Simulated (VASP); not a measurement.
# PbS in VASP: a series of runs, part 2 of 2

VASP 6.6.1. The steps go on from the part before.

### 5 Relaxation of cell and atoms, RPBE

This run uses another cell than the first one, of 26.66 Å³/atom.

Contents of INCAR:

```
SYSTEM = PbS
  PREC = Accurate
  ENCUT = 600
  EDIFF = 1E-7
  ISMEAR = -1
  SIGMA = 0.05
  LREAL = .FALSE.
  LASPH = .TRUE.
  NELM = 60
  ALGO = Normal
  ISIF = 3
  LWAVE = .FALSE.
  LCHARG = .FALSE.
  GGA = RP
  IBRION = 2
  NSW = 60
  EDIFFG = -0.01
```

Contents of KPOINTS:

```
Automatic mesh
0
G
  7 7 6
  0 0 0
```

Contents of POSCAR:

```
PbS
1.0
    2.0799526950     -5.9912968650      0.0000000000
    2.0799526950      5.9912968650      0.0000000000
    0.0000000000      0.0000000000      4.2793209400
Pb S
2 2
Direct
    0.1305633500      0.8694366500      0.2500000000
    0.8694366500      0.1305633500      0.7500000000
    0.3547970900      0.6452029100      0.2500000000
    0.6452029100      0.3547970900      0.7500000000
```

On the command line:

```console
cat potpaw_PBE.64/Pb_d/POTCAR potpaw_PBE.64/S/POTCAR > POTCAR
mpirun -np 1 vasp_std > vasp.out
```

It took 45 min on 1 thread of AMD EPYC 9R45 (Zen 5), shared host; peak memory 0.4 GiB.

It converged, with:

```
Free energy                           : -16.1595 eV
Relaxed volume                        : 36.35 Å³/atom
Relaxed cell                          : a = 8.126 Å, b = 8.126 Å, c = 4.312 Å, α = 90.00°, β = 90.00°, γ = 149.30°
Space group after relaxing (to 0.1 Å) : Cmcm (No. 63)
Energy gained by relaxing             : 36.5 meV/atom
Ionic steps                           : 27
Pressure after relaxing               : 0.0 GPa
Largest force after relaxing          : 0.006 eV/Å
Band gap on the k mesh                : 1.72 eV (least direct gap 1.73 eV)
```

Forces in eV/Å, atoms in the order of the input:
```
Pb   0.000  0.006  0.000
Pb   0.000 -0.006  0.000
S    0.000 -0.003  0.000
S    0.000  0.003  0.000
```

Step by step:
```tsv
step	energy change (eV)	largest force (eV/Å)	pressure (GPa)	volume (Å³)
1	0.0000	0.1345	2.94	106.65
2	-0.0478	0.3531	-0.68	114.39
3	-0.0524	0.2572	0.08	112.51
4	-0.0589	0.2166	0.05	113.11
5	-0.0717	0.0871	0.05	114.89
6	-0.0648	0.2191	0.24	118.53
7	-0.0743	0.0743	0.09	116.11
8	-0.0785	0.0577	0.05	116.57
9	-0.0888	0.0130	-0.04	117.93
10	-0.1022	0.0738	-0.15	120.64
11	-0.1104	0.2050	-0.17	126.00
12	-0.1168	0.1367	0.21	127.52
13	-0.1176	0.1016	0.39	128.21
14	-0.1234	0.0985	0.00	131.60
15	-0.1242	0.0958	-0.20	133.59
16	-0.1307	0.0928	-0.21	135.81
17	-0.1410	0.0651	-0.15	141.45
18	-0.1332	0.0663	0.17	152.52
19	-0.1426	0.0696	0.07	144.79
20	-0.1433	0.0924	-0.27	146.68
21	-0.1446	0.0460	-0.13	145.83
22	-0.1451	0.0361	0.16	145.13
23	-0.1455	0.0155	0.05	145.40
24	-0.1456	0.0159	-0.05	145.82
25	-0.1457	0.0159	-0.01	145.68
26	-0.1458	0.0135	-0.01	145.60
27	-0.1459	0.0059	-0.01	145.38
```

Final structure:
```yaml
crystal:
  lattice:
    - [2.15114, -7.83594, 0.00000]
    - [2.15114, 7.83594, 0.00000]
    - [0.00000, 0.00000, 4.31242]
  atoms:
    - { symbol: Pb, position: [0.16065, 0.83935, 0.25000] }
    - { symbol: Pb, position: [0.83935, 0.16065, 0.75000] }
    - { symbol: S, position: [0.33319, 0.66681, 0.25000] }
    - { symbol: S, position: [0.66681, 0.33319, 0.75000] }
```

Levels at points of the mesh, in eV from the valence-band top:
| k point | band 18 | band 19 | band 20 | band 21 | band 22 | band 23 |
| --- | --- | --- | --- | --- | --- | --- |
| (0.00, 0.00, 0.00) | -1.30 | -1.30 | -0.34 | 3.30 | 4.28 | 5.08 |
| (0.00, 0.00, 0.50) | -1.00 | -0.17 | -0.17 | 1.97 | 1.97 | 2.97 |

Caveat: the volume moved by over 15 % at a fixed basis, so the end points are rough; the PAW data sets were made with another functional, which shifts forces and pressure a little; spin-orbit coupling is left out, which moves the levels of the heavy elements; an odd mesh through Γ misses points on the zone boundary, where band edges can lie.

### 6 Single point, PBE (atoms moved at random)

Contents of INCAR:

```
SYSTEM = PbS
PREC = Accurate ; ENCUT = 400
EDIFF = 1E-7 ; ISMEAR = 0
SIGMA = 0.02 ; LREAL = .False.
LASPH = .True. ; ALGO = Normal
NELM = 100 ; ISIF = 2
LWAVE = .False. ; LCHARG = .False.
```

Contents of KPOINTS:

```
k-points
0
Gamma
  6 6 5
```

Contents of POSCAR:

```
PbS
1.0
    2.0799526950     -5.9912968650      0.0000000000
    2.0799526950      5.9912968650      0.0000000000
    0.0000000000      0.0000000000      4.2793209400
Pb S
2 2
Direct
    0.1313030000      0.8701480000      0.2498770000
    0.8732490000      0.1301630000      0.7486800000
    0.3527310000      0.6423660000      0.2506970000
    0.6450540000      0.3539170000      0.7472860000
```

Potentials or basis: VASP PAW PBE potentials, release 64 (Pb_d, S).

On the command line:

```console
cat potpaw_PBE.64/Pb_d/POTCAR potpaw_PBE.64/S/POTCAR > POTCAR
mpirun -np 1 vasp_std > vasp.out
```

OUTCAR:

```text
SYSTEM = PbS
   PREC = Accurate
   ENCUT = 400
   EDIFF = 1E-7
   ISMEAR = 0
   LREAL = .False.
   LASPH = .True.
   NELM = 100
   ISIF = 2

 Found     92 irreducible k-points:

 Following reciprocal coordinates:
            Coordinates               Weight
  0.000000  0.000000  0.000000      1.000000
  0.166667 -0.000000  0.000000      2.000000
 -0.000000  0.166667  0.000000      2.000000
  0.333333 -0.000000  0.000000      2.000000
 -0.000000  0.333333  0.000000      2.000000
  0.500000 -0.000000  0.000000      1.000000
   k-points           NKPTS =     92   k-points in BZ     NKDIM =     92   number of bands    NBANDS=     24
   number of dos      NEDOS =    301   number of ions     NIONS =      4
   total plane-waves  NPLWV =  49392
   dimension x,y,z NGX =    42 NGY =   42 NGZ =   28
   dimension x,y,z NGXF=    84 NGYF=   84 NGZF=   56
   ions per type =               2   2
   NGX,Y,Z   is equivalent  to a cutoff of  11.01, 11.01, 10.88 a.u.
   NGXF,Y,Z  is equivalent  to a cutoff of  22.02, 22.02, 21.76 a.u.
 SYSTEM =  PbS
   PREC   = accura    normal or accurate (medium, high low for compatibility)
   ISTART =      0    job   : 0-new  1-cont  2-samecut
   ICHARG =      2    charge: 1-file 2-atom 10-const
   ISPIN  =      1    spin polarized calculation?
   LNONCOLLINEAR =      F non collinear calculations
   LSORBIT =      F    spin-orbit coupling
   LASPH  =      T    aspherical Exc in radial PAW
   ENCUT  =  400.0 eV  29.40 Ry    5.42 a.u.  10.34 10.34  6.98*2*pi/ulx,y,z
   NELM   =    100;   NELMIN=  2; NELMDL= -5     # of ELM steps
   EDIFF  = 0.1E-06   stopping-criterion for ELM
   LREAL  =      F    real-space projection
   EDIFFG = 0.1E-05   stopping-criterion for IOM
   NSW    =      0    number of steps for IOM
   IBRION =     -1    ionic relax: 0-MD 1-quasi-New 2-CG
   NFREE  =      0    steps in history (QN), initial steepest desc. (CG)
   ISIF   =      2    stress and relaxation
   ISYM   =      2    0-nonsym 1-usesym 2-fastsym
   POTIM  = 0.5000    time-step for ionic-motion
   TEBEG  =    0.0;   TEEND  =   0.0 temperature during run

   SCALEE = 1.0000    scale energy and forces
   PSTRESS=    0.0 pullay stress
   NELECT =      40.0000    total number of electrons
   NUPDOWN=      -1.0000    fix difference up-down
   EMIN   =  10.00;   EMAX   =-10.00  energy-range for DOS
   EFERMI =   0.00;   METHOD = LEGACY
   ISMEAR =     0;   SIGMA  =   0.02  broadening in eV -4-tet -1-fermi 0-gaus
   EFERMI_NEDOS =   21; number of points for ismear=-14 and -15
   IALGO  =     38    algorithm
   IMIX   =      4    mixing-type and parameters
     AMIX     =   0.40;   BMIX     =  1.00
     AMIX_MAG =   1.60;   BMIX_MAG =  1.00
  volume/ion in A,a.u.               =      26.66       179.94
  Fermi-wavevector in a.u.,A,eV,Ry     =   1.180597  2.231005 18.963935  1.393810
  Thomas-Fermi vector in A             =   2.316887
   LORBIT       =      0    0 simple, 1 ext, 2 COOP (PROOUT), +10 PAW based schemes
   GGA     = PE    functional components
   LHFCALC =     F    Hartree Fock is set to
   AEXX    =    0.0000 exact exchange contribution
   IVDW    =     0    specifies the selected vdW correction
   LEPSILON=     F    determine dielectric tensor
   LRPA    =     F    only Hartree local field effects (RPA)

   CSHIFT  =0.1000    complex shift for real part using Kramers Kronig

   OMEGAMAX=  -1.0    maximum frequency
 non-spin polarized calculation
 Gauss-broadening in eV      SIGMA  =   0.02
  energy-cutoff  :      400.00
  volume of cell :      106.65
 maximum number of plane-waves:      1950
 NGX is ok and might be reduce to    42
   NGX = 21   NGY = 21   NGZ = 13

 number of electron      40.0000007 magnetization

 Free energy of the ion-electron system (eV)
  ---------------------------------------------------
  ext. energy  EPLUGINS =         0.00000000
  ---------------------------------------------------
  free energy    TOTEN  =       -17.37374971 eV

  energy without entropy =      -17.37374971  energy(sigma->0) =      -17.37374971

 E-fermi :   5.0553     XC(G=0):  -9.5840

 val. band max:        4.9392645668   @ k =   0.5000   0.5000   0.4000
 cond. band min:       6.0663718733   @ k =   0.5000   0.5000   0.0000
 fundamental gap:      1.1271073064
 Fermi energy:         5.0553020871

 k-point     1 :       0.0000    0.0000    0.0000
  band No.  band energies     occupation
      1     -11.4701      2.00000
      2     -11.3847      2.00000
      3     -11.3711      2.00000
      4     -11.3638      2.00000
      5     -11.3347      2.00000
      6     -11.3298      2.00000
[... 16 lines left out ...]
     23       9.8089      0.00000
     24      10.4626      0.00000
[... 112 lines left out ...]
      2     -11.3760      2.00000
      3     -11.3718      2.00000
      4     -11.3608      2.00000
      5     -11.3430      2.00000
      6     -11.3356      2.00000
[... 16 lines left out ...]
     23       7.1572      0.00000
     24       7.8833      0.00000

 [... further k-points ...]

------------------------ aborting loop because EDIFF is reached ----------------------------------------

  FORCE on cell =-STRESS in cart. coord.  units (eV):
  Direction    XX          YY          ZZ          XY          YZ          ZX
  --------------------------------------------------------------------------------------
  -------------------------------------------------------------------------------------
  Total        0.5096774      0.5642738      0.4913788     -0.0083129      0.0349635     -0.0014394
  in kB        7.6564380      8.4765929      7.3815544     -0.1248780      0.5252260     -0.0216233
  external PRESSURE =       7.8381951 kB  Pullay stress =       0.0000000 kB

 VOLUME and BASIS-vectors are now :
 -----------------------------------------------------------------------------
  energy-cutoff  :      400.00
  volume of cell :      106.65
      direct lattice vectors                 reciprocal lattice vectors
     2.079952695 -5.991296865  0.000000000     0.240390083 -0.083454386  0.000000000
     2.079952695  5.991296865  0.000000000     0.240390083  0.083454386  0.000000000
     0.000000000  0.000000000  4.279320940     0.000000000  0.000000000  0.233681936

 POSITION                                       TOTAL-FORCE (eV/Angst)
 -----------------------------------------------------------------------------------
      2.08297      4.42664      1.06930        -0.000668      0.027220     -0.006112
      2.08705     -4.45205      3.20384        -0.005774      0.039831      0.005873
      2.06975      1.73529      1.07281         0.014129     -0.099090     -0.018784
      2.07781     -1.74429      3.19788        -0.007686      0.032039      0.019023
 -----------------------------------------------------------------------------------
    total drift:                                0.000151     -0.000013      0.000107

  FREE ENERGIE OF THE ION-ELECTRON SYSTEM (eV)
  ---------------------------------------------------
  free  energy   TOTEN  =       -17.3737497087 eV

  energy  without entropy=      -17.3737497087  energy(sigma->0) =      -17.37374971
```

Run time: 93 s. Hardware: 1 thread of Intel Xeon 6975P-C (Granite Rapids), shared host; peak memory 0.29 GiB.

What came out:

```
Free energy            : -17.3737 eV
Pressure               : 0.8 GPa
Largest force          : 0.102 eV/Å
Band gap on the k mesh : 1.13 eV (least direct gap 1.22 eV)
```

Forces in eV/Å, atoms in the order of the input:
```
Pb  -0.001  0.027 -0.006
Pb  -0.006  0.040  0.006
S    0.014 -0.099 -0.019
S   -0.008  0.032  0.019
```

Stress tensor (GPa, compression positive):
```
 0.77 -0.01  0.00
-0.01  0.85  0.05
 0.00  0.05  0.74
```

Caveat: the cell differs from its parent crystal (atoms moved at random); spin-orbit coupling is left out, which moves the levels of the heavy elements; an odd mesh through Γ misses points on the zone boundary, where band edges can lie.

### 7 Overview

```tsv
task	level	cell	k mesh	cutoff (eV)	smearing	dipole correction	gap on the mesh (eV)	pressure (GPa)	largest force (eV/Å)
single point	RPBE+D3(BJ)	a = 6.384, b = 6.384, c = 4.308 Å, angles 90.0, 90.0, 141.7°, 4 atoms, atomic positions A	7 × 7 × 6	520	fermi-dirac 0.05 eV	no	1.38	-11.6	0.26
single point	BLYP+D4	a = 6.384, b = 6.384, c = 4.308 Å, angles 90.0, 90.0, 141.7°, 4 atoms, atomic positions A	7 × 7 × 6	520	fermi-dirac 0.05 eV	no	1.33	0.8	0.12
single point	RPBE+D3(BJ)	a = 6.426, b = 6.426, c = 4.336 Å, angles 90.0, 90.0, 141.7°, 4 atoms, atomic positions A	7 × 7 × 6	520	fermi-dirac 0.05 eV	no	1.41	-11.9	0.38
relaxation of cell and atoms	RPBE	relaxed from a = 6.342, b = 6.342, c = 4.279 Å, angles 90.0, 90.0, 141.7°, 4 atoms, atomic positions A	7 × 7 × 6	600	fermi-dirac 0.05 eV	no	1.72	0.0	0.01
single point	PBE	a = 6.342, b = 6.342, c = 4.279 Å, angles 90.0, 90.0, 141.7°, 4 atoms, atomic positions B	6 × 6 × 5	400	gaussian 0.02 eV	-	1.13	0.8	0.10
```

Alike in all rows: potentials or basis VASP PAW PBE potentials, release 64 (Pb_d, S); no spin polarisation.

Caveats: spin-orbit coupling is left out, which moves the levels of the heavy elements; an odd mesh through Γ misses points on the zone boundary, where band edges can lie; the PAW data sets were made with another functional, which shifts forces and pressure a little (at least some runs); the cell stands under tension (at least some runs); the volume moved by over 15 % at a fixed basis, so the end points are rough (at least some runs).

Absolute energies hang on the potentials; compare differences alone.
